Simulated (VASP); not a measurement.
# InAs (P-6m2) in VASP: notebook

InAs is run at these levels: PBE; tasks: electric field gradients, single point.

Everything below comes from runs of VASP 6.6.1. Logs are shortened: lines on timing, memory, paths and dates and some standing lists are left out, and cuts for length are marked.

**1. The cell of the first run**

Symmetry: P-6m2, No. 187, hexagonal system. Conventional cell: a = 4.731 Å, b = 4.731 Å, c = 2.911 Å, α = 90.00°, β = 90.00°, γ = 120.00°. In (site symmetry -6m2) has 3 As at 2.73 Å and 2 In at 2.91 Å within 3.6 Å. As (site symmetry -6m2) has 3 In at 2.73 Å and 2 As at 2.91 Å within 3.6 Å.

**2. Electric field gradients, PBE**

INCAR reads:

```
SYSTEM = InAs
ALGO = Normal
EDIFF = 1E-8
ENCUT = 520
GGA = PE
ISIF = 2
ISMEAR = -1
LASPH = .True.
LCHARG = .False.
LEFG = .True.
LREAL = .False.
LWAVE = .False.
NBANDS = 16
NELM = 60
PREC = Accurate
SIGMA = 0.05
```

KPOINTS reads:

```
k-points
0
Gamma
  7 7 9
  0 0 0
```

POSCAR reads:

```
InAs
1.0
    4.7312200000      0.0000000000      0.0000000000
   -2.3656100000      4.0973600000      0.0000000000
    0.0000000000      0.0000000000      2.9108900000
In As
1 1
Direct
    0.0000000000      0.0000000000      0.0000000000
    0.6666700000      0.3333300000      0.0000000000
```

Potentials or basis: VASP PAW PBE potentials, release 64 (In_d, As).

Launch:

```sh
> cat potpaw_PBE.64/In_d/POTCAR potpaw_PBE.64/As/POTCAR > POTCAR
> mpirun -np 1 vasp_std > vasp.out
```

OUTCAR:

```text
SYSTEM = InAs
   EDIFF = 1E-8
   ENCUT = 520
   GGA = PE
   ISIF = 2
   ISMEAR = -1
   LASPH = .True.
   LREAL = .False.
   NELM = 60
   PREC = Accurate

 ion  position               nearest neighbor table
   1  0.000  0.000  0.000-   2 2.73   2 2.73   2 2.73
   2  0.667  0.333  0.000-   1 2.73   1 2.73   1 2.73

  LATTYP: Found a hexagonal cell.
 ALAT       =     4.7312200000
 C/A-ratio  =     0.6152514573

  Lattice vectors:

 A1 = (   4.7312200000,   0.0000000000,   0.0000000000)
 A2 = (  -2.3656100000,   4.0973600000,   0.0000000000)
 A3 = (   0.0000000000,   0.0000000000,   2.9108900000)

Analysis of symmetry for initial positions (statically):
=====================================================================
 Subroutine PRICEL returns:
 Original cell was already a primitive cell.

 Routine SETGRP: Setting up the symmetry group for a
 hexagonal supercell.

 Subroutine GETGRP returns: Found  4 space group operations
 (whereof  4 operations were pure point group operations)
 out of a pool of 24 trial point group operations.

The static configuration has the point symmetry C_2v.

Analysis of symmetry for dynamics (positions and initial velocities):
=====================================================================
 Subroutine PRICEL returns:
 Original cell was already a primitive cell.

 Routine SETGRP: Setting up the symmetry group for a
 hexagonal supercell.

 Subroutine GETGRP returns: Found  4 space group operations
 (whereof  4 operations were pure point group operations)
 out of a pool of 24 trial point group operations.

The dynamic configuration has the point symmetry C_2v.

 Subroutine INISYM returns: Found  4 space group operations
 (whereof  4 operations are pure point group operations),
 and found     1 'primitive' translations

----------------------------------------------------------------------------------------

                                     Primitive cell

  volume of cell :      56.4291

  direct lattice vectors                    reciprocal lattice vectors
     4.731220000  0.000000000  0.000000000     0.211361974  0.122029795  0.000000000
    -2.365610000  4.097360000  0.000000000     0.000000000  0.244059590  0.000000000
     0.000000000  0.000000000  2.910890000     0.000000000  0.000000000  0.343537544

  length of vectors
     4.731220000  4.731222848  2.910890000     0.244059737  0.244059590  0.343537544

  position of ions in fractional coordinates (direct lattice)
     0.000000000  0.000000000  0.000000000
     0.666670000  0.333330000  0.000000000

  ion indices of the primitive-cell ions
   primitive index   ion index
                 1           1
                 2           2

----------------------------------------------------------------------------------------

 KPOINTS: k-points

Automatic generation of k-mesh.
 Grid dimensions read from file:
 generate k-points for:    7    7    9

 Generating k-lattice:

  Cartesian coordinates                     Fractional coordinates (reciprocal lattice)
     0.030194568  0.017432828  0.000000000     0.142857143  0.000000000  0.000000000
     0.000000000  0.034865656  0.000000000     0.000000000  0.142857143  0.000000000
     0.000000000  0.000000000  0.038170838     0.000000000  0.000000000  0.111111111

  Length of vectors
     0.034865677  0.034865656  0.038170838

  Shift w.r.t. Gamma in fractional coordinates (k-lattice)
     0.000000000  0.000000000  0.000000000

 Subroutine IBZKPT returns following result:
 ===========================================

 Found     80 irreducible k-points:

 Following reciprocal coordinates:
            Coordinates               Weight
  0.000000  0.000000  0.000000      1.000000
  0.142857  0.000000  0.000000      4.000000
 -0.142857  0.142857  0.000000      2.000000
  0.285714  0.000000  0.000000      4.000000
 -0.285714  0.285714  0.000000      2.000000
  0.428571  0.000000  0.000000      4.000000
[... 16 lines left out ...]
 -0.428571  0.428571  0.111111      4.000000
  0.142857  0.142857  0.111111      4.000000
 [... further k-points ...]
   k-points           NKPTS =     80   k-points in BZ     NKDIM =     80   number of bands    NBANDS=     16
   number of dos      NEDOS =    301   number of ions     NIONS =      2
   total plane-waves  NPLWV =  31104
   dimension x,y,z NGX =    36 NGY =   36 NGZ =   24
   dimension x,y,z NGXF=    72 NGYF=   72 NGZF=   48
   ions per type =               1   1
   NGX,Y,Z   is equivalent  to a cutoff of  12.65, 12.65, 13.71 a.u.
   NGXF,Y,Z  is equivalent  to a cutoff of  25.30, 25.30, 27.41 a.u.
 SYSTEM =  InAs
   PREC   = accura    normal or accurate (medium, high low for compatibility)
   ISTART =      0    job   : 0-new  1-cont  2-samecut
   ICHARG =      2    charge: 1-file 2-atom 10-const
   ISPIN  =      1    spin polarized calculation?
   LNONCOLLINEAR =      F non collinear calculations
   LSORBIT =      F    spin-orbit coupling
   LASPH  =      T    aspherical Exc in radial PAW
   ENCUT  =  520.0 eV  38.22 Ry    6.18 a.u.   8.80  8.80  5.41*2*pi/ulx,y,z
   NELM   =     60;   NELMIN=  2; NELMDL= -5     # of ELM steps
   EDIFF  = 0.1E-07   stopping-criterion for ELM
   LREAL  =      F    real-space projection
   EDIFFG = 0.1E-06   stopping-criterion for IOM
   NSW    =      0    number of steps for IOM
   IBRION =     -1    ionic relax: 0-MD 1-quasi-New 2-CG
   NFREE  =      0    steps in history (QN), initial steepest desc. (CG)
   ISIF   =      2    stress and relaxation
   ISYM   =      2    0-nonsym 1-usesym 2-fastsym
   POTIM  = 0.5000    time-step for ionic-motion
   TEBEG  =    0.0;   TEEND  =   0.0 temperature during run
   PSTRESS=    0.0 pullay stress
   NELECT =      18.0000    total number of electrons
   NUPDOWN=      -1.0000    fix difference up-down
   EMIN   =  10.00;   EMAX   =-10.00  energy-range for DOS
   EFERMI =   0.00;   METHOD = LEGACY
   ISMEAR =    -1;   SIGMA  =   0.05  broadening in eV -4-tet -1-fermi 0-gaus
   EFERMI_NEDOS =   21; number of points for ismear=-14 and -15
   IALGO  =     38    algorithm
   IMIX   =      4    mixing-type and parameters
     AMIX     =   0.40;   BMIX     =  1.00
     AMIX_MAG =   1.60;   BMIX_MAG =  1.00
  volume/ion in A,a.u.               =      28.21       190.40
  Fermi-wavevector in a.u.,A,eV,Ry     =   1.118574  2.113798 17.023710  1.251207
  Thomas-Fermi vector in A             =   2.255206
   LORBIT       =      0    0 simple, 1 ext, 2 COOP (PROOUT), +10 PAW based schemes
   GGA     = PE    functional components
   LHFCALC =     F    Hartree Fock is set to
   AEXX    =    0.0000 exact exchange contribution
   IVDW    =     0    specifies the selected vdW correction
   LEPSILON=     F    determine dielectric tensor
   LRPA    =     F    only Hartree local field effects (RPA)
 non-spin polarized calculation
  energy-cutoff  :      520.00
  volume of cell :       56.43
 maximum number of plane-waves:      1534
   NGX = 17   NGY = 17   NGZ = 11

 number of electron      17.9999995 magnetization

 Free energy of the ion-electron system (eV)
  ---------------------------------------------------
  ext. energy  EPLUGINS =         0.00000000
  ---------------------------------------------------
  free energy    TOTEN  =        -6.87827355 eV

  energy without entropy =       -6.86417957  energy(sigma->0) =       -6.87122656

 E-fermi :   4.6145     XC(G=0):  -9.0763

 val. band max:        4.6094567592   @ k =   0.2857   0.0000   0.4444
 cond. band min:       4.6914236884   @ k =   0.2857   0.0000   0.2222
 fundamental gap:      0.0819669293
 Fermi energy:         4.6144654966

 k-point     1 :       0.0000    0.0000    0.0000
  band No.  band energies     occupation
      1     -10.3857      2.00000
      2      -9.9017      2.00000
      3      -9.9017      2.00000
      4      -9.6517      2.00000
      5      -9.6517      2.00000
      6      -7.6341      2.00000
[... 8 lines left out ...]
     15      17.3913      0.00000
     16      19.0262      0.00000
[... 419 lines left out ...]
 k-point    24 :       0.1429    0.1429    0.1111
  band No.  band energies     occupation
      1     -10.2787      2.00000
      2      -9.9350      2.00000
      3      -9.8783      2.00000
      4      -9.6978      2.00000
      5      -9.6954      2.00000
      6      -7.1143      2.00000
[... 8 lines left out ...]
     15      15.9873      0.00000
     16      16.3681      0.00000

 [... further k-points ...]

------------------------ aborting loop because EDIFF is reached ----------------------------------------

  FORCE on cell =-STRESS in cart. coord.  units (eV):
  Direction    XX          YY          ZZ          XY          YZ          ZX
  --------------------------------------------------------------------------------------
  -------------------------------------------------------------------------------------
  Total        0.6317432      0.6315227      0.8710730     -0.0001919      0.0000000      0.0000000
  in kB       17.9369294     17.9306675     24.7321625     -0.0054479      0.0000000      0.0000000
  external PRESSURE =      20.1999198 kB  Pullay stress =       0.0000000 kB

 VOLUME and BASIS-vectors are now :
 -----------------------------------------------------------------------------
  energy-cutoff  :      520.00
  volume of cell :       56.43
      direct lattice vectors                 reciprocal lattice vectors
     4.731220000  0.000000000  0.000000000     0.211361974  0.122029795  0.000000000
    -2.365610000  4.097360000  0.000000000     0.000000000  0.244059590  0.000000000
     0.000000000  0.000000000  2.910890000     0.000000000  0.000000000  0.343537544

 POSITION                                       TOTAL-FORCE (eV/Angst)
 -----------------------------------------------------------------------------------
      0.00000      0.00000      0.00000         0.000145     -0.000083      0.000000
      2.36563      1.36577      0.00000        -0.000145      0.000083      0.000000
 -----------------------------------------------------------------------------------
    total drift:                               -0.000012     -0.000030      0.000000

  FREE ENERGIE OF THE ION-ELECTRON SYSTEM (eV)
  ---------------------------------------------------
  free  energy   TOTEN  =        -6.8782735508 eV

  energy  without entropy=       -6.8641795686  energy(sigma->0) =       -6.87122656

 Electric field gradients (V/A^2)
---------------------------------------------------------------------
 ion       V_xx      V_yy      V_zz      V_xy      V_xz      V_yz
---------------------------------------------------------------------
   1      10.204    10.204   -20.409     0.007    -0.000     0.000
   2     -85.151   -85.154   170.305    -0.001     0.000     0.000
---------------------------------------------------------------------

 Electric field gradients after diagonalization (V/A^2)
 (convention: |V_zz| > |V_xx| > |V_yy|)
----------------------------------------------------------------------
 ion       V_xx      V_yy      V_zz     asymmetry (V_yy - V_xx)/ V_zz
----------------------------------------------------------------------
   1      10.212    10.197   -20.409       0.001
   2     -85.154   -85.151   170.305       0.000
----------------------------------------------------------------------

           NMR quadrupolar parameters

 Cq : quadrupolar parameter    Cq=e*Q*V_zz/h
 eta: asymmetry parameters     (V_yy - V_xx)/ V_zz
 Q  : nuclear electric quadrupole moment in mb (millibarn)
----------------------------------------------------------------------
 ion       Cq(MHz)       eta       Q (mb)
----------------------------------------------------------------------
   1      -0.049       0.001       1.000
   2       0.412       0.000       1.000
----------------------------------------------------------------------
```

Run time: 2 min. Hardware: 1 thread of AMD EPYC 7R13, shared host; peak memory 0.2 GiB.

Results:

```
Free energy                             : -6.8783 eV
Pressure                                : 2.0 GPa
Band gap on the k mesh                  : zero (bands 9 and 10 overlap by 2.28 eV)
Largest electric field gradient by atom : In -20.4; As +170.3 V/Å²
```

Electric field gradients, principal values (V/Å²):
| atom | least | middle | greatest (by size) |
| --- | --- | --- | --- |
| 1 In | 10.197 | 10.212 | -20.409 |
| 2 As | -85.151 | -85.154 | 170.305 |

Caveat: without QUAD_EFG the Cq values of the log hold for a quadrupole moment of 1 mb, not for the nuclei; spin-orbit coupling is left out, which moves the levels of the heavy elements.

**3. Single point, PBE**

POSCAR is that of step 2.

INCAR.step1 reads:

```
PREC = Accurate ; ENCUT = 520
EDIFF = 1E-7 ; ISMEAR = -1
SIGMA = 0.05 ; LREAL = False
LASPH = True ; NELM = 60
ALGO = Normal ; ISIF = 2
LWAVE = False ; LCHARG = True
GGA = PE ; NBANDS = 16
```

KPOINTS.step1 reads:

```
Automatic mesh
0
Gamma
  7 7 9
```

INCAR.step2 reads:

```
PREC = Accurate ; ENCUT = 520
EDIFF = 1E-7 ; ISMEAR = -5
SIGMA = 0.05 ; LREAL = False
LASPH = True ; NELM = 60
ALGO = Normal ; ISIF = 2
LWAVE = False ; LCHARG = False
GGA = PE ; LORBIT = 11
NBANDS = 16 ; NEDOS = 1001
ICHARG = 11
```

KPOINTS.step2 reads:

```
Automatic mesh
0
Gamma
  11 11 14
```

Potentials or basis: VASP PAW PBE potentials, release 64 (In_d, As).

Launch:

```sh
> cat potpaw_PBE.64/In_d/POTCAR potpaw_PBE.64/As/POTCAR > POTCAR
> cp INCAR.step1 INCAR
> cp KPOINTS.step1 KPOINTS
> mpirun -np 1 vasp_std > vasp.out
> cp INCAR.step2 INCAR
> cp KPOINTS.step2 KPOINTS
> mpirun -np 1 vasp_std > vasp.out
```

OUTCAR:

```text
PREC = Accurate
   ENCUT = 520
   EDIFF = 1E-7
   ISMEAR = -5
   LREAL = False
   LASPH = True
   NELM = 60
   ISIF = 2
   GGA = PE
   LORBIT = 11
   ICHARG = 11

 ion  position               nearest neighbor table
   1  0.000  0.000  0.000-   2 2.73   2 2.73   2 2.73
   2  0.667  0.333  0.000-   1 2.73   1 2.73   1 2.73

  LATTYP: Found a hexagonal cell.
[... 653 lines left out ...]
  --------------------------------------------------------------------------------------
  -------------------------------------------------------------------------------------
  Total        0.2034253      0.2029206      0.5217457     -0.0004374      0.0000000      0.0000000
  in kB        5.7758050      5.7614739     14.8137962     -0.0124191      0.0000000      0.0000000
  external PRESSURE =       8.7836917 kB  Pullay stress =       0.0000000 kB

 VOLUME and BASIS-vectors are now :
 -----------------------------------------------------------------------------
  energy-cutoff  :      520.00
  volume of cell :       56.43
      direct lattice vectors                 reciprocal lattice vectors
     4.731220000  0.000000000  0.000000000     0.211361974  0.122029795  0.000000000
    -2.365610000  4.097360000  0.000000000     0.000000000  0.244059590  0.000000000
     0.000000000  0.000000000  2.910890000     0.000000000  0.000000000  0.343537544

 POSITION                                       TOTAL-FORCE (eV/Angst)
 -----------------------------------------------------------------------------------
      0.00000      0.00000      0.00000        -0.000624      0.000360      0.000000
      2.36563      1.36577      0.00000         0.000624     -0.000360      0.000000
 -----------------------------------------------------------------------------------
    total drift:                               -0.000030     -0.000019      0.000000

  FREE ENERGIE OF THE ION-ELECTRON SYSTEM (eV)
  ---------------------------------------------------
  free  energy   TOTEN  =        -6.9326005863 eV

  energy  without entropy=       -6.9326005863  energy(sigma->0) =       -6.93260059

 total charge

# of ion       s       p       d       tot
------------------------------------------
    1        0.920   0.630   9.866  11.417
    2        1.289   1.383   0.027   2.699
--------------------------------------------------
tot          2.210   2.013   9.893  14.116
```

OUTCAR.step1:

```text
PREC = Accurate
   ENCUT = 520
   EDIFF = 1E-7
   ISMEAR = -1
   LREAL = False
[... 678 lines left out ...]
      0.00000      0.00000      0.00000         0.000145     -0.000083      0.000000
      2.36563      1.36577      0.00000        -0.000145      0.000083      0.000000
 -----------------------------------------------------------------------------------
    total drift:                               -0.000013     -0.000030      0.000000

  FREE ENERGIE OF THE ION-ELECTRON SYSTEM (eV)
  ---------------------------------------------------
  free  energy   TOTEN  =        -6.8782735465 eV

  energy  without entropy=       -6.8641795475  energy(sigma->0) =       -6.87122655
```

Run time: 5.8 min. Hardware: 1 thread of AMD EPYC 7R13, shared host; peak memory 0.35 GiB.

What came out:

```
Valence electrons inside the program's atomic spheres : In 11.42; As 2.70
```

Levels at points of the mesh, in eV from the Fermi level:
```csv
k point,band 7,band 8,band 9,band 10,band 11,band 12
"(0.00, 0.00, 0.00)",-4.00,-2.41,-2.41,2.16,2.16,4.16
"(0.00, 0.00, 0.50)",-4.82,-0.32,-0.32,0.40,0.88,5.28
```

Caveat: spin-orbit coupling is left out, which moves the levels of the heavy elements; tetrahedron occupations give inexact forces and stress in metals.
